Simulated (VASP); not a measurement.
# ScAl (Pm-3m) in VASP: notebook, part 2 of 2

VASP 6.6.1. The steps go on from the part before.

### 3 Relaxation of cell and atoms, LDA

This run uses another cell than the first one, of 19.14 Å³/atom.

INCAR reads:

```
PREC     = Accurate       # precision mode
ENCUT    = 600            # plane-wave cutoff, eV
EDIFF    = 1E-7           # SCF threshold, eV
ISMEAR   = 0              # smearing method
SIGMA    = 0.1            # smearing width, eV
LREAL    = False          # projectors in reciprocal space
LASPH    = True           # aspherical terms in the spheres
NELM     = 80             # most SCF steps
ALGO     = Normal         # electronic algorithm
ISIF     = 3              # what is computed and relaxed
LWAVE    = False          # write WAVECAR
LCHARG   = False          # write CHGCAR
GGA      = CA             # functional
IBRION   = 2              # ionic algorithm
NSW      = 100            # ionic steps
EDIFFG   = -0.005         # ionic threshold
```

KPOINTS reads:

```
Automatic mesh
0
Gamma
  12 12 12
```

POSCAR reads:

```
ScAl
1.0
    3.3703489700      0.0000000000      0.0000000000
    0.0000000000      3.3703489700      0.0000000000
    0.0000000000      0.0000000000      3.3703489700
Sc Al
1 1
Direct
    0.5000000000      0.5000000000      0.5000000000
    0.0000000000      0.0000000000      0.0000000000
```

Potentials or basis: VASP PAW LDA potentials, release 64 (Sc_sv, Al).

On the command line:

```console
cat potpaw_LDA.64/Sc_sv/POTCAR potpaw_LDA.64/Al/POTCAR > POTCAR
mpirun -np 1 vasp_std > vasp.out
```

OUTCAR:

```text
PREC = Accurate
   ENCUT = 600
   EDIFF = 1E-7
   ISMEAR = 0
   LREAL = False
   LASPH = True
   NELM = 80
   ISIF = 3
   GGA = CA
   IBRION = 2
   NSW = 100
   EDIFFG = -0.005

 ion  position               nearest neighbor table
   1  0.500  0.500  0.500-   2 2.92   2 2.92   2 2.92   2 2.92   2 2.92   2 2.92   2 2.92   2 2.92

   2  0.000  0.000  0.000-   1 2.92   1 2.92   1 2.92   1 2.92   1 2.92   1 2.92   1 2.92   1 2.92

  LATTYP: Found a simple cubic cell.
 ALAT       =     3.3703489700

  Lattice vectors:

 A1 = (   3.3703489700,   0.0000000000,   0.0000000000)
 A2 = (   0.0000000000,   3.3703489700,   0.0000000000)
 A3 = (   0.0000000000,   0.0000000000,   3.3703489700)

Analysis of symmetry for initial positions (statically):
=====================================================================
 Subroutine PRICEL returns:
 Original cell was already a primitive cell.

 Routine SETGRP: Setting up the symmetry group for a
 simple cubic supercell.

 Subroutine GETGRP returns: Found 48 space group operations
 (whereof 48 operations were pure point group operations)
 out of a pool of 48 trial point group operations.

The static configuration has the point symmetry O_h .

Analysis of symmetry for dynamics (positions and initial velocities):
=====================================================================
 Subroutine PRICEL returns:
 Original cell was already a primitive cell.

[... 230 lines left out ...]

 Free energy of the ion-electron system (eV)
  ---------------------------------------------------
  ext. energy  EPLUGINS =         0.00000000
  ---------------------------------------------------
  free energy    TOTEN  =       -11.89172534 eV

  energy without entropy =      -11.88843740  energy(sigma->0) =      -11.89008137

 E-fermi :   6.2361     XC(G=0): -10.7562

 val. band max:        6.2356969397   @ k =   0.5000   0.4167   0.1667
 cond. band min:       6.3070527917   @ k =   0.5000   0.1667   0.0000
 fundamental gap:      0.0713558520
 Fermi energy:         6.2361194760

 k-point     1 :       0.0000    0.0000    0.0000
  band No.  band energies     occupation
      1     -42.4364      2.00000
      2     -21.3616      2.00000
      3     -21.3616      2.00000
      4     -21.3616      2.00000
      5      -2.3569      2.00000
      6       5.4906      2.00000
      7       5.4906      2.00000
      8       9.0682      0.00000
      9       9.0682      0.00000
     10       9.0682      0.00000
     11      10.2322      0.00000
[... 309 lines left out ...]
 k-point    24 :       0.4167    0.3333    0.0000
  band No.  band energies     occupation
      1     -42.4033      2.00000
      2     -21.5476      2.00000
      3     -21.5027      2.00000
      4     -21.3274      2.00000
      5       0.9100      2.00000
      6       3.5335      2.00000
      7       4.8909      2.00000
      8       6.5366      0.00002
      9       7.6342      0.00000
     10       8.0790      0.00000
     11      10.0769      0.00000

 [... further k-points ...]

------------------------ aborting loop because EDIFF is reached ----------------------------------------

  FORCE on cell =-STRESS in cart. coord.  units (eV):
  Direction    XX          YY          ZZ          XY          YZ          ZX
  --------------------------------------------------------------------------------------
  -------------------------------------------------------------------------------------
  Total        0.0032771      0.0032771      0.0032771     -0.0000000      0.0000000      0.0000000
  in kB        0.1447757      0.1447757      0.1447757     -0.0000000      0.0000000      0.0000000
  external PRESSURE =       0.1447757 kB  Pullay stress =       0.0000000 kB
[... 17 lines left out ...]
  FREE ENERGIE OF THE ION-ELECTRON SYSTEM (eV)
  ---------------------------------------------------
  free  energy   TOTEN  =       -11.8917253429 eV

  energy  without entropy=      -11.8884374002  energy(sigma->0) =      -11.89008137

 reached required accuracy - stopping structural energy minimisation
```

Run time: 64 s. Hardware: 1 thread of Intel Xeon Platinum 8259CL at 2.50GHz (Skylake/Cascade Lake), shared host; peak memory 0.18 GiB.

Results:

```
Free energy                           : -11.8917 eV
Relaxed volume                        : 18.13 Å³/atom
Relaxed cell                          : a = 3.310 Å, b = 3.310 Å, c = 3.310 Å, α = 90.00°, β = 90.00°, γ = 90.00°
Space group after relaxing (to 0.1 Å) : Pm-3m (No. 221)
Energy gained by relaxing             : 13.9 meV/atom
Ionic steps                           : 3
Pressure after relaxing               : 0.0 GPa
Band gap on the k mesh                : zero (bands 7 and 8 overlap by 1.15 eV)
```

Step by step:
```
step  energy change (eV)  largest force (eV/Å)  pressure (GPa)  volume (Å³)
   1              0.0000                0.0000           -4.19        38.28
   2             -0.0240                0.0000            1.77        35.57
   3             -0.0278                0.0000            0.01        36.27
```

Final structure:
```
Sc Al
1.0
     3.31007    0.00000    0.00000
     0.00000    3.31007    0.00000
     0.00000    0.00000    3.31007
Sc Al
1 1
Direct
  0.50000 0.50000 0.50000
  0.00000 0.00000 0.00000
```

The gap in the log of VASP goes by the Fermi energy; the results here count the filled bands.